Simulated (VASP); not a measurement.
**ZnO: single point with PBEsol**

The system is ZnO.

```xyz
4
Lattice="3.2601 0.0000 0.0000 -1.6301 2.8234 0.0000 0.0000 0.0000 5.1223" Properties=species:S:1:pos:R:3 pbc="T T T"
Zn    0.0000    1.8822    0.0081
Zn    1.6301    0.9411    2.5692
O     0.0000    1.8822    1.9492
O     1.6301    0.9411    4.5103
```

This cell differs from its parent crystal: c/a of the conventional cell at fixed volume 1.5712.

| Item | Value |
| --- | --- |
| Program | VASP 6.6.1 |
| Task | single point |
| Functional | PBEsol |
| Potentials or basis | VASP PAW PBE potentials, release 64 (Zn, O) |
| Cutoff | 520 eV |
| k mesh | 9 × 9 × 6 |
| Occupations | gaussian, width 0.05 eV |
| Spin | no spin polarisation |
| Dipole correction | no |
| Further INCAR settings | ALGO = Normal; EDIFF = 1e-06; NBANDS = 26 |

| Item | Value |
| --- | --- |
| Pressure | 0.7 GPa |
| Largest force | 0.274 eV/Å |
| Band gap on the k mesh | 0.72 eV, direct |

Forces in eV/Å, atoms in the order of the input:
```
Zn   0.000  0.000 -0.274
Zn   0.000  0.000 -0.274
O    0.000  0.000  0.274
O    0.000  0.000  0.274
```

Stress tensor (GPa, compression positive):
```
-1.44  0.00  0.00
 0.00 -1.44  0.00
 0.00  0.00  5.12
```

Levels at points of the mesh, in eV from the valence-band top:
```csv
k point,band 16,band 17,band 18,band 19,band 20,band 21
"(0.00, 0.00, 0.00)",-0.03,0.00,0.00,0.72,5.09,8.37
"(0.00, 0.00, 0.50)",-0.43,-0.43,-0.43,3.43,3.43,10.19
```

It took 17 s on 1 thread of Intel(R) Xeon(R) 6975P-C (Granite Rapids), on a shared host, peak memory 0.18 GiB.

Caveat: the PAW data sets were made with another functional, which shifts forces and pressure a little.
